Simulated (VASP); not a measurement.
# In (P6_3/mmc) in VASP: a series of runs

The runs below take In through single point, with BLYP.

Program: VASP 6.6.1. These are calculated values, not measurements. Logs are shortened: lines on timing, memory, paths and dates and some standing lists are left out, and cuts for length are marked.

**1. The cell of the first run**

Symmetry: P6_3/mmc, No. 194, hexagonal system. The conventional cell has a = 3.607 Å, b = 3.607 Å, c = 5.797 Å, α = 90.00°, β = 90.00°, γ = 120.00°. Within 4.7 Å of In (site symmetry -6m2) lie 12 In at 3.57 to 3.61 Å.

This isn't the form of In at room conditions, which is tetragonal.

**2. Single point, BLYP (32.65 Å³/atom)**

Contents of INCAR:

```
SYSTEM = In
PREC     = Accurate       ! precision mode
ENCUT    = 520            ! plane-wave cutoff, eV
EDIFF    = 1E-6           ! SCF threshold, eV
ISMEAR   = -1             ! smearing method
SIGMA    = 0.1            ! smearing width, eV
LREAL    = .False.        ! projectors in reciprocal space
LASPH    = .True.         ! aspherical terms in the spheres
NELM     = 100            ! most SCF steps
ALGO     = Normal         ! electronic algorithm
ISIF     = 2              ! what is computed and relaxed
LWAVE    = .False.        ! write WAVECAR
LCHARG   = .True.         ! write CHGCAR
GGA      = B5             ! functional
ALDAX    = 1.0          
AGGAX    = 1.0          
AGGAC    = 1.0          
ALDAC    = 0.0          
LELF     = .True.         ! ELF
LVHAR    = .True.       
NBANDS   = 20             ! bands
```

Contents of KPOINTS:

```
Automatic mesh
0
Gamma
  12 12 6
  0 0 0
```

Contents of POSCAR:

```
In
1.0
    3.6068887541      0.0000000000      0.0000000000
   -1.8034443770      3.1236572897      0.0000000000
    0.0000000000      0.0000000000      5.7965883273
In
2
Direct
    0.3333333333      0.6666666667      0.2500000000
    0.6666666667      0.3333333333      0.7500000000
```

Potentials or basis: VASP PAW PBE potentials, release 64 (In_d).

Started as:

```sh
$ cat potpaw_PBE.64/In_d/POTCAR > POTCAR
$ mpirun -np 1 vasp_std > vasp.out
```

OUTCAR:

```text
SYSTEM = In
   PREC = Accurate
   ENCUT = 520
   EDIFF = 1E-6
   ISMEAR = -1
   LREAL = .False.
   LASPH = .True.
   NELM = 100
   ISIF = 2
   GGA = B5

 ion  position               nearest neighbor table
   1  0.333  0.667  0.250-   2 3.57   2 3.57   2 3.57   2 3.57   2 3.57   2 3.57
   2  0.667  0.333  0.750-   1 3.57   1 3.57   1 3.57   1 3.57   1 3.57   1 3.57

  LATTYP: Found a hexagonal cell.
 ALAT       =     3.6068887541
 C/A-ratio  =     1.6070881922

  Lattice vectors:

 A1 = (   3.6068887541,   0.0000000000,   0.0000000000)
 A2 = (  -1.8034443770,   3.1236572897,   0.0000000000)
 A3 = (   0.0000000000,   0.0000000000,   5.7965883273)

Analysis of symmetry for initial positions (statically):
=====================================================================
 Subroutine PRICEL returns:
 Original cell was already a primitive cell.

 Routine SETGRP: Setting up the symmetry group for a
 hexagonal supercell.

 Subroutine GETGRP returns: Found 24 space group operations
 (whereof 12 operations were pure point group operations)
 out of a pool of 24 trial point group operations.

The static configuration has the point symmetry D_3d.
 The point group associated with its full space group is D_6h.

Analysis of symmetry for dynamics (positions and initial velocities):
=====================================================================
 Subroutine PRICEL returns:
 Original cell was already a primitive cell.

 Routine SETGRP: Setting up the symmetry group for a
 hexagonal supercell.

 Subroutine GETGRP returns: Found 24 space group operations
 (whereof 12 operations were pure point group operations)
 out of a pool of 24 trial point group operations.

The dynamic configuration has the point symmetry D_3d.
 The point group associated with its full space group is D_6h.

 Subroutine INISYM returns: Found 24 space group operations
 (whereof 12 operations are pure point group operations),
 and found     1 'primitive' translations

----------------------------------------------------------------------------------------

                                     Primitive cell

  volume of cell :      65.3083

  direct lattice vectors                    reciprocal lattice vectors
     3.606888754  0.000000000  0.000000000     0.277247253  0.160068776  0.000000000
    -1.803444377  3.123657290  0.000000000     0.000000000  0.320137553  0.000000000
     0.000000000  0.000000000  5.796588327     0.000000000  0.000000000  0.172515270

  length of vectors
     3.606888754  3.606888754  5.796588327     0.320137553  0.320137553  0.172515270

  position of ions in fractional coordinates (direct lattice)
     0.333333333  0.666666667  0.250000000
     0.666666667  0.333333333  0.750000000

  ion indices of the primitive-cell ions
   primitive index   ion index
                 1           1
                 2           2

----------------------------------------------------------------------------------------

 KPOINTS: Automatic mesh

Automatic generation of k-mesh.
 Grid dimensions read from file:
 generate k-points for:   12   12    6

 Generating k-lattice:

  Cartesian coordinates                     Fractional coordinates (reciprocal lattice)
     0.023103938  0.013339065  0.000000000     0.083333333 -0.000000000  0.000000000
     0.000000000  0.026678129  0.000000000     0.000000000  0.083333333  0.000000000
     0.000000000  0.000000000  0.028752545     0.000000000  0.000000000  0.166666667

  Length of vectors
     0.026678129  0.026678129  0.028752545

  Shift w.r.t. Gamma in fractional coordinates (k-lattice)
     0.000000000  0.000000000  0.000000000

 Subroutine IBZKPT returns following result:
 ===========================================

 Found     76 irreducible k-points:

 Following reciprocal coordinates:
            Coordinates               Weight
  0.000000  0.000000  0.000000      1.000000
  0.083333  0.000000  0.000000      6.000000
  0.166667  0.000000  0.000000      6.000000
  0.250000  0.000000  0.000000      6.000000
  0.333333  0.000000  0.000000      6.000000
  0.416667  0.000000  0.000000      6.000000
[... 16 lines left out ...]
  0.250000  0.000000  0.166667     12.000000
  0.333333  0.000000  0.166667     12.000000
 [... further k-points ...]
   k-points           NKPTS =     76   k-points in BZ     NKDIM =     76   number of bands    NBANDS=     20
   number of dos      NEDOS =    301   number of ions     NIONS =      2
   total plane-waves  NPLWV =  37632
   dimension x,y,z NGX =    28 NGY =   28 NGZ =   48
   dimension x,y,z NGXF=    56 NGYF=   56 NGZF=   96
   ions per type =               2
   NGX,Y,Z   is equivalent  to a cutoff of  12.91, 12.91, 13.77 a.u.
   NGXF,Y,Z  is equivalent  to a cutoff of  25.81, 25.81, 27.53 a.u.
 SYSTEM =  In
   PREC   = accura    normal or accurate (medium, high low for compatibility)
   ISTART =      0    job   : 0-new  1-cont  2-samecut
   ICHARG =      2    charge: 1-file 2-atom 10-const
   ISPIN  =      1    spin polarized calculation?
   LNONCOLLINEAR =      F non collinear calculations
   LSORBIT =      F    spin-orbit coupling
   LASPH  =      T    aspherical Exc in radial PAW
   ENCUT  =  520.0 eV  38.22 Ry    6.18 a.u.   6.71  6.71 10.78*2*pi/ulx,y,z
   NELM   =    100;   NELMIN=  2; NELMDL= -5     # of ELM steps
   EDIFF  = 0.1E-05   stopping-criterion for ELM
   LREAL  =      F    real-space projection
   EDIFFG = 0.1E-04   stopping-criterion for IOM
   NSW    =      0    number of steps for IOM
   IBRION =     -1    ionic relax: 0-MD 1-quasi-New 2-CG
   NFREE  =      0    steps in history (QN), initial steepest desc. (CG)
   ISIF   =      2    stress and relaxation
   ISYM   =      2    0-nonsym 1-usesym 2-fastsym
   POTIM  = 0.5000    time-step for ionic-motion
   TEBEG  =    0.0;   TEEND  =   0.0 temperature during run
   PSTRESS=    0.0 pullay stress
   NELECT =      26.0000    total number of electrons
   NUPDOWN=      -1.0000    fix difference up-down
   EMIN   =  10.00;   EMAX   =-10.00  energy-range for DOS
   EFERMI =   0.00;   METHOD = LEGACY
   ISMEAR =    -1;   SIGMA  =   0.10  broadening in eV -4-tet -1-fermi 0-gaus
   EFERMI_NEDOS =   21; number of points for ismear=-14 and -15
   IALGO  =     38    algorithm
   IMIX   =      4    mixing-type and parameters
     AMIX     =   0.40;   BMIX     =  1.00
     AMIX_MAG =   1.60;   BMIX_MAG =  1.00
  volume/ion in A,a.u.               =      32.65       220.36
  Fermi-wavevector in a.u.,A,eV,Ry     =   1.204323  2.275841 19.733816  1.450395
  Thomas-Fermi vector in A             =   2.340052
   LORBIT       =      0    0 simple, 1 ext, 2 COOP (PROOUT), +10 PAW based schemes
   GGA     = B5    functional components
   LHFCALC =     F    Hartree Fock is set to
   AEXX    =    0.0000 exact exchange contribution
   IVDW    =     0    specifies the selected vdW correction
   LEPSILON=     F    determine dielectric tensor
   LRPA    =     F    only Hartree local field effects (RPA)
 non-spin polarized calculation
  energy-cutoff  :      520.00
  volume of cell :       65.31
 maximum number of plane-waves:      1785
 NGX is ok and might be reduce to    28
   NGX = 13   NGY = 13   NGZ = 21

 number of electron      25.9999987 magnetization

 Free energy of the ion-electron system (eV)
  ---------------------------------------------------
  ext. energy  EPLUGINS =         0.00000000
  ---------------------------------------------------
  free energy    TOTEN  =        -3.74139999 eV

  energy without entropy =       -3.70205337  energy(sigma->0) =       -3.72172668

 E-fermi :   5.7105     XC(G=0):  -8.6660

 val. band max:        5.6761970312   @ k =   0.3333   0.2500   0.1667
 cond. band min:       5.7112419151   @ k =   0.3333   0.1667   0.3333
 fundamental gap:      0.0350448839
 Fermi energy:         5.7104657792

 k-point     1 :       0.0000    0.0000    0.0000
  band No.  band energies     occupation
      1      -8.8141      2.00000
      2      -8.7933      2.00000
      3      -8.7870      2.00000
      4      -8.7870      2.00000
      5      -8.7724      2.00000
      6      -8.7724      2.00000
[... 12 lines left out ...]
     19      15.7164      0.00000
     20      16.1706      0.00000

 k-point     2 :       0.0833    0.0000    0.0000
  band No.  band energies     occupation
      1      -8.8139      2.00000
      2      -8.7995      2.00000
      3      -8.7768      2.00000
      4      -8.7755      2.00000
      5      -8.7686      2.00000
      6      -8.7624      2.00000
[... 12 lines left out ...]
     19      15.7988      0.00000
     20      16.4696      0.00000

 k-point     3 :       0.1667    0.0000    0.0000
  band No.  band energies     occupation
      1      -8.8301      2.00000
      2      -8.7903      2.00000
      3      -8.7697      2.00000
      4      -8.7646      2.00000
      5      -8.7605      2.00000
      6      -8.7486      2.00000
[... 12 lines left out ...]
     19      14.5514      0.00000
     20      16.6681      0.00000

 k-point     4 :       0.2500    0.0000    0.0000
  band No.  band energies     occupation
      1      -8.8531      2.00000
      2      -8.7874      2.00000
      3      -8.7858      2.00000
      4      -8.7741      2.00000
      5      -8.7544      2.00000
      6      -8.7101      2.00000
[... 12 lines left out ...]
     19      13.5802      0.00000
     20      16.0387      0.00000

 k-point     5 :       0.3333    0.0000    0.0000
  band No.  band energies     occupation
      1      -8.8746      2.00000
      2      -8.8092      2.00000
      3      -8.7934      2.00000
      4      -8.7867      2.00000
      5      -8.7322      2.00000
      6      -8.6974      2.00000
[... 12 lines left out ...]
     19      12.9829      0.00000
     20      15.5785      0.00000

 k-point     6 :       0.4167    0.0000    0.0000
  band No.  band energies     occupation
      1      -8.8899      2.00000
      2      -8.8275      2.00000
      3      -8.7994      2.00000
      4      -8.7955      2.00000
      5      -8.7154      2.00000
      6      -8.7102      2.00000
[... 12 lines left out ...]
     19      12.6562      0.00000
     20      15.2810      0.00000

 k-point     7 :       0.5000    0.0000    0.0000
  band No.  band energies     occupation
      1      -8.8954      2.00000
      2      -8.8344      2.00000
      3      -8.8018      2.00000
      4      -8.7986      2.00000
      5      -8.7146      2.00000
      6      -8.7093      2.00000
[... 12 lines left out ...]
     19      12.5516      0.00000
     20      15.1788      0.00000
[... 277 lines left out ...]
 k-point    20 :       0.0000    0.0000    0.1667
  band No.  band energies     occupation
      1      -8.8117      2.00000
      2      -8.7947      2.00000
      3      -8.7947      2.00000
      4      -8.7936      2.00000
      5      -8.7769      2.00000
      6      -8.7769      2.00000
[... 12 lines left out ...]
     19      15.7835      0.00000
     20      16.3248      0.00000

 k-point    21 :       0.0833    0.0000    0.1667
  band No.  band energies     occupation
      1      -8.8129      2.00000
      2      -8.7985      2.00000
      3      -8.7872      2.00000
      4      -8.7863      2.00000
      5      -8.7734      2.00000
      6      -8.7670      2.00000
[... 12 lines left out ...]
     19      15.5838      0.00000
     20      16.4267      0.00000

 k-point    22 :       0.1667    0.0000    0.1667
  band No.  band energies     occupation
      1      -8.8286      2.00000
      2      -8.7911      2.00000
      3      -8.7869      2.00000
      4      -8.7695      2.00000
      5      -8.7623      2.00000
      6      -8.7397      2.00000
[... 12 lines left out ...]
     19      14.5243      0.00000
     20      16.4225      0.00000

 k-point    23 :       0.2500    0.0000    0.1667
  band No.  band energies     occupation
      1      -8.8500      2.00000
      2      -8.7984      2.00000
      3      -8.7917      2.00000
      4      -8.7688      2.00000
      5      -8.7454      2.00000
      6      -8.7095      2.00000
[... 12 lines left out ...]
     19      13.7927      0.00000
     20      15.4894      0.00000

 k-point    24 :       0.3333    0.0000    0.1667
  band No.  band energies     occupation
      1      -8.8700      2.00000
      2      -8.8184      2.00000
      3      -8.7978      2.00000
      4      -8.7773      2.00000
      5      -8.7319      2.00000
      6      -8.7068      2.00000
[... 12 lines left out ...]
     19      13.1625      0.00000
     20      14.9349      0.00000

 [... further k-points ...]

------------------------ aborting loop because EDIFF is reached ----------------------------------------

  FORCE on cell =-STRESS in cart. coord.  units (eV):
  Direction    XX          YY          ZZ          XY          YZ          ZX
  --------------------------------------------------------------------------------------
  -------------------------------------------------------------------------------------
  Total       -0.2744269     -0.2744269     -0.3616511     -0.0000000     -0.0000000      0.0000000
  in kB       -6.7323803     -6.7323803     -8.8722084     -0.0000000     -0.0000000      0.0000000
  external PRESSURE =      -7.4456564 kB  Pullay stress =       0.0000000 kB

 VOLUME and BASIS-vectors are now :
 -----------------------------------------------------------------------------
  energy-cutoff  :      520.00
  volume of cell :       65.31
      direct lattice vectors                 reciprocal lattice vectors
     3.606888754  0.000000000  0.000000000     0.277247253  0.160068776  0.000000000
    -1.803444377  3.123657290  0.000000000     0.000000000  0.320137553  0.000000000
     0.000000000  0.000000000  5.796588327     0.000000000  0.000000000  0.172515270

 POSITION                                       TOTAL-FORCE (eV/Angst)
 -----------------------------------------------------------------------------------
     -0.00000      2.08244      1.44915         0.000000      0.000000      0.000000
      1.80344      1.04122      4.34744        -0.000000     -0.000000      0.000000
 -----------------------------------------------------------------------------------
    total drift:                               -0.000000      0.000000     -0.000000

  FREE ENERGIE OF THE ION-ELECTRON SYSTEM (eV)
  ---------------------------------------------------
  free  energy   TOTEN  =        -3.7413999898 eV

  energy  without entropy=       -3.7020533743  energy(sigma->0) =       -3.72172668
```

It took 45 s on 1 thread of AMD EPYC 9R45 (Zen 5), shared host; peak memory 0.2 GiB.

What came out:

| Property | Result |
| --- | --- |
| Free energy | -3.7414 eV |
| Pressure | -0.7 GPa |
| Band gap on the k mesh | zero (bands 13 and 14 overlap by 4.87 eV) |

Levels at points of the mesh, in eV from the Fermi level:
| k point | band 9 | band 10 | band 11 | band 12 | band 13 | band 14 | band 15 | band 16 | band 17 | band 18 |
| --- | --- | --- | --- | --- | --- | --- | --- | --- | --- | --- |
| (0.00, 0.00, 0.00) | -14.34 | -14.34 | -8.18 | -4.20 | -2.34 | 6.53 | 6.53 | 8.13 | 8.13 | 8.79 |
| (0.50, 0.00, 0.00) | -14.33 | -14.33 | -4.68 | -3.66 | -0.36 | 0.48 | 1.01 | 2.92 | 3.37 | 6.76 |
| (0.00, 0.00, 0.50) | -14.38 | -14.38 | -7.01 | -7.01 | 2.76 | 2.76 | 7.35 | 7.35 | 7.35 | 7.35 |
| (0.50, 0.00, 0.50) | -14.33 | -14.33 | -3.73 | -3.73 | -1.89 | -1.89 | 4.62 | 4.62 | 5.10 | 5.10 |

Caveat: the PAW data sets were made with another functional, which shifts forces and pressure a little; spin-orbit coupling is left out, which moves the levels of the heavy elements.

[end of part 1 of 2]
